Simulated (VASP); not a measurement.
# Zr (Fm-3m) in VASP: single point with PBE

Aim: the single point of Zr with PBE.

All numbers are computed with VASP 6.6.1; they aren't measurements. Logs are shortened: lines on timing, memory, paths and dates and some standing lists are left out, and cuts for length are marked.

## 1. The cell of the first run

Symmetry: Fm-3m, No. 225, cubic system. The conventional cell has a = 4.524 Å, b = 4.524 Å, c = 4.524 Å, α = 90.00°, β = 90.00°, γ = 90.00°. Within 4.2 Å of Zr (site symmetry m-3m) lie 12 Zr at 3.20 Å.

## 2. Single point, PBE

Input file INCAR:

```
SYSTEM = Zr
PREC     = Accurate       ! precision mode
ENCUT    = 500            ! plane-wave cutoff, eV
EDIFF    = 1E-6           ! SCF threshold, eV
ISMEAR   = 0              ! smearing method
SIGMA    = 0.05           ! smearing width, eV
LREAL    = .False.        ! projectors in reciprocal space
LASPH    = .True.         ! aspherical terms in the spheres
NELM     = 120            ! most SCF steps
ALGO     = Normal         ! electronic algorithm
ISIF     = 2              ! what is computed and relaxed
LWAVE    = .False.        ! write WAVECAR
LCHARG   = .False.        ! write CHGCAR
GGA      = PE             ! functional
NBANDS   = 12             ! bands
GGA_COMPAT= .False.
```

Input file KPOINTS:

```
regular mesh
0
Gamma
  8 8 8
  0 0 0
```

Input file POSCAR:

```
Zr
1.0
    0.0000000000      2.2617824490      2.2617824490
    2.2617824490      0.0000000000      2.2617824490
    2.2617824490      2.2617824490      0.0000000000
Zr
1
Direct
    0.0000000000      0.0000000000      0.0000000000
```

Potentials or basis: VASP PAW PBE potentials, release 64 (Zr_sv).

On the command line:

```bash
$ cat potpaw_PBE.64/Zr_sv/POTCAR > POTCAR
$ mpirun -np 1 vasp_std > vasp.out
```

OUTCAR:

```text
SYSTEM = Zr
   PREC = Accurate
   ENCUT = 500
   EDIFF = 1E-6
   ISMEAR = 0
   LREAL = .False.
   LASPH = .True.
   NELM = 120
   ISIF = 2
   GGA = PE

 ion  position               nearest neighbor table
   1  0.000  0.000  0.000-

  LATTYP: Found a face centered cubic cell.
 ALAT       =     4.5235648980

  Lattice vectors:

 A1 = (   0.0000000000,   2.2617824490,   2.2617824490)
 A2 = (   2.2617824490,   0.0000000000,   2.2617824490)
 A3 = (   2.2617824490,   2.2617824490,   0.0000000000)

Analysis of symmetry for initial positions (statically):
=====================================================================
 Subroutine PRICEL returns:
 Original cell was already a primitive cell.

 Routine SETGRP: Setting up the symmetry group for a
 face centered cubic supercell.

 Subroutine GETGRP returns: Found 48 space group operations
 (whereof 48 operations were pure point group operations)
 out of a pool of 48 trial point group operations.

The static configuration has the point symmetry O_h .

Analysis of symmetry for dynamics (positions and initial velocities):
=====================================================================
 Subroutine PRICEL returns:
 Original cell was already a primitive cell.

 Routine SETGRP: Setting up the symmetry group for a
 face centered cubic supercell.

 Subroutine GETGRP returns: Found 48 space group operations
 (whereof 48 operations were pure point group operations)
 out of a pool of 48 trial point group operations.

The dynamic configuration has the point symmetry O_h .

 Subroutine INISYM returns: Found 48 space group operations
 (whereof 48 operations are pure point group operations),
 and found     1 'primitive' translations

----------------------------------------------------------------------------------------

                                     Primitive cell

  volume of cell :      23.1410

  direct lattice vectors                    reciprocal lattice vectors
     0.000000000  2.261782449  2.261782449    -0.221064586  0.221064586  0.221064586
     2.261782449  0.000000000  2.261782449     0.221064586 -0.221064586  0.221064586
     2.261782449  2.261782449  0.000000000     0.221064586  0.221064586 -0.221064586

  length of vectors
     3.198643415  3.198643415  3.198643415     0.382895094  0.382895094  0.382895094

  position of ions in fractional coordinates (direct lattice)
     0.000000000  0.000000000  0.000000000

  ion indices of the primitive-cell ions
   primitive index   ion index
[... 75 lines left out ...]
   EDIFFG = 0.1E-04   stopping-criterion for IOM
   NSW    =      0    number of steps for IOM
   IBRION =     -1    ionic relax: 0-MD 1-quasi-New 2-CG
   NFREE  =      0    steps in history (QN), initial steepest desc. (CG)
   ISIF   =      2    stress and relaxation
   ISYM   =      2    0-nonsym 1-usesym 2-fastsym
   POTIM  = 0.5000    time-step for ionic-motion
   TEBEG  =    0.0;   TEEND  =   0.0 temperature during run
   PSTRESS=    0.0 pullay stress
   NELECT =      12.0000    total number of electrons
   NUPDOWN=      -1.0000    fix difference up-down
   EMIN   =  10.00;   EMAX   =-10.00  energy-range for DOS
   EFERMI =   0.00;   METHOD = LEGACY
   ISMEAR =     0;   SIGMA  =   0.05  broadening in eV -4-tet -1-fermi 0-gaus
   EFERMI_NEDOS =   21; number of points for ismear=-14 and -15
   IALGO  =     38    algorithm
   IMIX   =      4    mixing-type and parameters
     AMIX     =   0.40;   BMIX     =  1.00
     AMIX_MAG =   1.60;   BMIX_MAG =  1.00
  volume/ion in A,a.u.               =      23.14       156.16
  Fermi-wavevector in a.u.,A,eV,Ry     =   1.315248  2.485459 23.536421  1.729878
  Thomas-Fermi vector in A             =   2.445444
   LORBIT       =      0    0 simple, 1 ext, 2 COOP (PROOUT), +10 PAW based schemes
   GGA     = PE    functional components
   LHFCALC =     F    Hartree Fock is set to
   AEXX    =    0.0000 exact exchange contribution
   IVDW    =     0    specifies the selected vdW correction
   LEPSILON=     F    determine dielectric tensor
   LRPA    =     F    only Hartree local field effects (RPA)
 non-spin polarized calculation
 Gauss-broadening in eV      SIGMA  =   0.05
  energy-cutoff  :      500.00
  volume of cell :       23.14
 maximum number of plane-waves:       609
   NGX = 11   NGY = 11   NGZ = 11

 number of electron      12.0000000 magnetization

 Free energy of the ion-electron system (eV)
  ---------------------------------------------------
  ext. energy  EPLUGINS =         0.00000000
  ---------------------------------------------------
  free energy    TOTEN  =        -8.48076736 eV

  energy without entropy =       -8.47692072  energy(sigma->0) =       -8.47884404

 E-fermi :   8.9499     XC(G=0): -11.1077

 val. band max:        8.9362096311   @ k =   0.5000   0.2500   0.1250
 cond. band min:       8.9698037754   @ k =   0.2500   0.0000   0.0000
 fundamental gap:      0.0335941443
 Fermi energy:         8.9498855431

 k-point     1 :       0.0000    0.0000    0.0000
  band No.  band energies     occupation
      1     -39.7267      2.00000
      2     -17.2359      2.00000
      3     -17.2359      2.00000
      4     -17.2359      2.00000
      5       3.3932      2.00000
      6       9.9423      0.00000
      7       9.9423      0.00000
      8       9.9423      0.00000
      9      12.3726      0.00000
     10      12.3726      0.00000
     11      19.4640      0.00000
     12      23.6601      0.00000
[... 331 lines left out ...]
 k-point    24 :      -0.3750    0.2500    0.1250
  band No.  band energies     occupation
      1     -39.5590      2.00000
      2     -18.0805      2.00000
      3     -17.6231      2.00000
      4     -17.4446      2.00000
      5       7.1543      2.00000
      6       8.1462      2.00000
      7       9.3469      0.00000
      8      10.8608      0.00000
      9      13.7846      0.00000
     10      15.9859      0.00000
     11      17.7087      0.00000
     12      21.7089      0.00000

 [... further k-points ...]
[... 5 lines left out ...]
  --------------------------------------------------------------------------------------
  -------------------------------------------------------------------------------------
  Total       -0.0305504     -0.0305504     -0.0305504      0.0000000     -0.0000000      0.0000000
  in kB       -2.1151705     -2.1151705     -2.1151705      0.0000000     -0.0000000      0.0000000
  external PRESSURE =      -2.1151705 kB  Pullay stress =       0.0000000 kB

 VOLUME and BASIS-vectors are now :
 -----------------------------------------------------------------------------
  energy-cutoff  :      500.00
  volume of cell :       23.14
      direct lattice vectors                 reciprocal lattice vectors
     0.000000000  2.261782449  2.261782449    -0.221064586  0.221064586  0.221064586
     2.261782449  0.000000000  2.261782449     0.221064586 -0.221064586  0.221064586
     2.261782449  2.261782449  0.000000000     0.221064586  0.221064586 -0.221064586

 POSITION                                       TOTAL-FORCE (eV/Angst)
 -----------------------------------------------------------------------------------
      0.00000      0.00000      0.00000         0.000000      0.000000     -0.000000
 -----------------------------------------------------------------------------------
    total drift:                                0.000000     -0.000000     -0.000000

  FREE ENERGIE OF THE ION-ELECTRON SYSTEM (eV)
  ---------------------------------------------------
  free  energy   TOTEN  =        -8.4807673553 eV

  energy  without entropy=       -8.4769207209  energy(sigma->0) =       -8.47884404
```

stdout:

```text
POSCAR found type information on POSCAR Zr
 POSCAR found :  1 types and       1 ions
 scaLAPACK will be used
 LDA part: xc-table for (Slater+PW92), standard interpolation
 POSCAR, INCAR and KPOINTS ok, starting setup
 FFT: planning ... GRIDC
 FFT: planning ... GRID_SOFT
 FFT: planning ... GRID
 WAVECAR not read
 entering main loop
```

Wall time 4.8 s (1 thread of Intel Xeon 6975P-C (Granite Rapids), shared host); peak memory 0.13 GiB.

What came out:

| Quantity | Value |
| --- | --- |
| Free energy | -8.4808 eV |
| Pressure | -0.2 GPa |
| Band gap on the k mesh | zero (band 6 reaches 9.94 eV, above the bottom of band 7 at 8.57 eV) |

Levels at points of the mesh, in eV from the Fermi level:
```tsv
k point	band 4	band 5	band 6	band 7	band 8	band 9
(0.00, 0.00, 0.00)	-26.19	-5.56	0.99	0.99	0.99	3.42
(0.50, 0.00, 0.00)	-26.31	-2.94	0.81	0.81	1.13	5.22
(0.50, 0.50, 0.00)	-26.53	-2.99	-2.19	3.03	5.22	5.73
```
